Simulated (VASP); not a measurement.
# Ag (Pm-3m) in VASP: a series of runs, part 2 of 2

VASP 6.6.1. Earlier steps stand in the parts before.

## 3. Relaxation of cell and atoms, PBEsol

This run uses another cell than the first one, of 18.82 Å³/atom, 0.972 times its volume.

INCAR

```
ALGO     = Normal         # electronic algorithm
EDIFF    = 1E-6           # SCF threshold, eV
EDIFFG   = -0.02          # ionic threshold
ENCUT    = 600            # plane-wave cutoff, eV
GGA      = PS             # functional
IBRION   = 2              # ionic algorithm
ISIF     = 3              # what is computed and relaxed
ISMEAR   = -1             # smearing method
LASPH    = True           # aspherical terms in the spheres
LCHARG   = False          # write CHGCAR
LREAL    = False          # projectors in reciprocal space
LWAVE    = False          # write WAVECAR
NELM     = 80             # most SCF steps
NSW      = 80             # ionic steps
PREC     = Accurate       # precision mode
SIGMA    = 0.1            # smearing width, eV
```

KPOINTS

```
k-points
0
Gamma
  16 16 16
```

POSCAR

```
Ag
1.0
    2.6600000000      0.0000000000      0.0000000000
    0.0000000000      2.6600000000      0.0000000000
    0.0000000000      0.0000000000      2.6600000000
Ag
1
Direct
    0.0000000000      0.0000000000      0.0000000000
```

Potentials or basis: VASP PAW PBE potentials, release 64 (Ag).

The run is started by

```
> cat potpaw_PBE.64/Ag/POTCAR > POTCAR
> mpirun -np 1 vasp_std > vasp.out
```

OUTCAR:

```text
EDIFF = 1E-6
   EDIFFG = -0.02
   ENCUT = 600
   GGA = PS
   IBRION = 2
   ISIF = 3
   ISMEAR = -1
   LASPH = True
   LREAL = False
   NELM = 80
   NSW = 80
   PREC = Accurate

 ion  position               nearest neighbor table
   1  0.000  0.000  0.000-

  LATTYP: Found a simple cubic cell.
 ALAT       =     2.6600000000

  Lattice vectors:

 A1 = (   2.6600000000,   0.0000000000,   0.0000000000)
 A2 = (   0.0000000000,   2.6600000000,   0.0000000000)
 A3 = (   0.0000000000,   0.0000000000,   2.6600000000)

Analysis of symmetry for initial positions (statically):
=====================================================================
 Subroutine PRICEL returns:
 Original cell was already a primitive cell.

 Routine SETGRP: Setting up the symmetry group for a
 simple cubic supercell.

 Subroutine GETGRP returns: Found 48 space group operations
 (whereof 48 operations were pure point group operations)
 out of a pool of 48 trial point group operations.

The static configuration has the point symmetry O_h .

Analysis of symmetry for dynamics (positions and initial velocities):
=====================================================================
 Subroutine PRICEL returns:
 Original cell was already a primitive cell.

 Routine SETGRP: Setting up the symmetry group for a
 simple cubic supercell.

 Subroutine GETGRP returns: Found 48 space group operations
 (whereof 48 operations were pure point group operations)
 out of a pool of 48 trial point group operations.

The dynamic configuration has the point symmetry O_h .

 Subroutine INISYM returns: Found 48 space group operations
 (whereof 48 operations are pure point group operations),
 and found     1 'primitive' translations

----------------------------------------------------------------------------------------

                                     Primitive cell

  volume of cell :      18.8211

  direct lattice vectors                    reciprocal lattice vectors
     2.660000000  0.000000000  0.000000000     0.375939850  0.000000000  0.000000000
     0.000000000  2.660000000  0.000000000     0.000000000  0.375939850  0.000000000
     0.000000000  0.000000000  2.660000000     0.000000000  0.000000000  0.375939850

  length of vectors
     2.660000000  2.660000000  2.660000000     0.375939850  0.375939850  0.375939850

  position of ions in fractional coordinates (direct lattice)
     0.000000000  0.000000000  0.000000000

  ion indices of the primitive-cell ions
   primitive index   ion index
                 1           1

----------------------------------------------------------------------------------------

 KPOINTS: k-points

Automatic generation of k-mesh.
 Grid dimensions read from file:
 generate k-points for:   16   16   16

 Generating k-lattice:

  Cartesian coordinates                     Fractional coordinates (reciprocal lattice)
[... 22 lines left out ...]
  0.312500  0.000000  0.000000      6.000000
[... 16 lines left out ...]
  0.437500  0.125000  0.000000     24.000000
  0.500000  0.125000  0.000000     12.000000
 [... further k-points ...]
   k-points           NKPTS =    165   k-points in BZ     NKDIM =    165   number of bands    NBANDS=      9
   number of dos      NEDOS =    301   number of ions     NIONS =      1
   total plane-waves  NPLWV =  13824
   dimension x,y,z NGX =    24 NGY =   24 NGZ =   24
   dimension x,y,z NGXF=    48 NGYF=   48 NGZF=   48
   ions per type =               1
   NGX,Y,Z   is equivalent  to a cutoff of  15.00, 15.00, 15.00 a.u.
   NGXF,Y,Z  is equivalent  to a cutoff of  30.00, 30.00, 30.00 a.u.
 SYSTEM =  unknown system
   PREC   = accura    normal or accurate (medium, high low for compatibility)
   ISTART =      0    job   : 0-new  1-cont  2-samecut
   ICHARG =      2    charge: 1-file 2-atom 10-const
   ISPIN  =      1    spin polarized calculation?
   LNONCOLLINEAR =      F non collinear calculations
   LSORBIT =      F    spin-orbit coupling
   LASPH  =      T    aspherical Exc in radial PAW
   ENCUT  =  600.0 eV  44.10 Ry    6.64 a.u.   5.31  5.31  5.31*2*pi/ulx,y,z
   NELM   =     80;   NELMIN=  2; NELMDL= -5     # of ELM steps
   EDIFF  = 0.1E-05   stopping-criterion for ELM
   LREAL  =      F    real-space projection
   EDIFFG = -.2E-01   stopping-criterion for IOM
   NSW    =     80    number of steps for IOM
   IBRION =      2    ionic relax: 0-MD 1-quasi-New 2-CG
   NFREE  =      1    steps in history (QN), initial steepest desc. (CG)
   ISIF   =      3    stress and relaxation
   ISYM   =      2    0-nonsym 1-usesym 2-fastsym
   POTIM  = 0.5000    time-step for ionic-motion
   TEBEG  =    0.0;   TEEND  =   0.0 temperature during run
   PSTRESS=    0.0 pullay stress
   NELECT =      11.0000    total number of electrons
   NUPDOWN=      -1.0000    fix difference up-down
   EMIN   =  10.00;   EMAX   =-10.00  energy-range for DOS
   EFERMI =   0.00;   METHOD = LEGACY
   ISMEAR =    -1;   SIGMA  =   0.10  broadening in eV -4-tet -1-fermi 0-gaus
   EFERMI_NEDOS =   21; number of points for ismear=-14 and -15
   IALGO  =     38    algorithm
   IMIX   =      4    mixing-type and parameters
     AMIX     =   0.40;   BMIX     =  1.00
     AMIX_MAG =   1.60;   BMIX_MAG =  1.00
  volume/ion in A,a.u.               =      18.82       127.01
  Fermi-wavevector in a.u.,A,eV,Ry     =   1.368750  2.586562 25.490191  1.873476
  Thomas-Fermi vector in A             =   2.494686
   LORBIT       =      0    0 simple, 1 ext, 2 COOP (PROOUT), +10 PAW based schemes
   GGA     = PS    functional components
   LHFCALC =     F    Hartree Fock is set to
   AEXX    =    0.0000 exact exchange contribution
   IVDW    =     0    specifies the selected vdW correction
   LEPSILON=     F    determine dielectric tensor
   LRPA    =     F    only Hartree local field effects (RPA)
 conjugate gradient relaxation of ions
 non-spin polarized calculation
  energy-cutoff  :      600.00
  volume of cell :       18.82
 maximum number of plane-waves:       647
 NGX is ok and might be reduce to    24
   NGX = 11   NGY = 11   NGZ = 11

--------------------------------------- Ionic step        1  -------------------------------------------

 number of electron      11.0000003 magnetization

 Free energy of the ion-electron system (eV)
  ---------------------------------------------------
  ext. energy  EPLUGINS =         0.00000000
  ---------------------------------------------------
  free energy    TOTEN  =        -2.91113231 eV

  energy without entropy =       -2.90265684  energy(sigma->0) =       -2.90689458

------------------------ aborting loop because EDIFF is reached ----------------------------------------

  FORCE on cell =-STRESS in cart. coord.  units (eV):
  Direction    XX          YY          ZZ          XY          YZ          ZX
  --------------------------------------------------------------------------------------
  -------------------------------------------------------------------------------------
  Total        0.2888600      0.2888600      0.2888600      0.0000000      0.0000000     -0.0000000
  in kB       24.5896943     24.5896943     24.5896943      0.0000000      0.0000000     -0.0000000
  external PRESSURE =      24.5896943 kB  Pullay stress =       0.0000000 kB
[... 57 lines left out ...]
--------------------------------------- Ionic step        3  -------------------------------------------

 number of electron      11.0000003 magnetization

 Free energy of the ion-electron system (eV)
  ---------------------------------------------------
  ext. energy  EPLUGINS =         0.00000000
  ---------------------------------------------------
  free energy    TOTEN  =        -2.91480128 eV

  energy without entropy =       -2.90618517  energy(sigma->0) =       -2.91049322

 E-fermi :   6.5130     XC(G=0): -11.5942

 val. band max:        6.4782355348   @ k =   0.3750   0.2500   0.1875
 cond. band min:       6.5408035358   @ k =   0.5000   0.1250   0.0000
 fundamental gap:      0.0625680010
 Fermi energy:         6.5129577206

 k-point     1 :       0.0000    0.0000    0.0000
  band No.  band energies     occupation
      1      -0.2999      2.00000
      2       0.5170      2.00000
      3       0.5170      2.00000
      4       3.8318      2.00000
      5       3.8318      2.00000
      6       3.8318      2.00000
      7      20.9728      0.00000
      8      20.9728      0.00000
      9      20.9728      0.00000
[... 265 lines left out ...]
 k-point    24 :       0.5000    0.1250    0.0000
  band No.  band energies     occupation
      1       0.9794      2.00000
      2       1.5221      2.00000
      3       2.2249      2.00000
      4       2.7780      2.00000
      5       3.7747      2.00000
      6       6.5408      0.86166
      7       8.5917      0.00000
      8      22.8392      0.00000
      9      23.9894      0.00000

 [... further k-points ...]
[... 5 lines left out ...]
  --------------------------------------------------------------------------------------
  -------------------------------------------------------------------------------------
  Total       -0.0079863     -0.0079863     -0.0079863     -0.0000000      0.0000000      0.0000000
  in kB       -0.6625009     -0.6625009     -0.6625009     -0.0000000      0.0000000      0.0000000
  external PRESSURE =      -0.6625009 kB  Pullay stress =       0.0000000 kB
[... 16 lines left out ...]
  FREE ENERGIE OF THE ION-ELECTRON SYSTEM (eV)
  ---------------------------------------------------
  free  energy   TOTEN  =        -2.9148012781 eV

  energy  without entropy=       -2.9061851692  energy(sigma->0) =       -2.91049322

 reached required accuracy - stopping structural energy minimisation
```

It took 28 s on 1 thread of Intel Xeon Platinum 8488C (Sapphire Rapids), shared host; peak memory 0.17 GiB.

What came out:

- Free energy: -2.9148 eV
- Relaxed volume: 19.31 Å³/atom
- Relaxed cell: a = 2.683 Å, b = 2.683 Å, c = 2.683 Å, α = 90.00°, β = 90.00°, γ = 90.00°
- Space group after relaxing (to 0.05 Å): Pm-3m (No. 221)
- Energy gained by relaxing: 3.7 meV/atom
- Ionic steps: 3
- Pressure after relaxing: -0.1 GPa

The path:
```tsv
step	energy change (eV)	largest force (eV/Å)	pressure (GPa)	volume (Å³)
1	0.0000	0.0000	2.46	18.82
2	-0.0024	0.0000	-1.33	19.62
3	-0.0037	0.0000	-0.07	19.31
```

Final structure:
```xyz
1
Lattice="2.6830 0.0000 0.0000 0.0000 2.6830 0.0000 0.0000 0.0000 2.6830" Properties=species:S:1:pos:R:3 pbc="T T T"
Ag    0.0000    0.0000    0.0000
```

Caveat: the PAW data sets were made with another functional, which shifts forces and pressure a little.
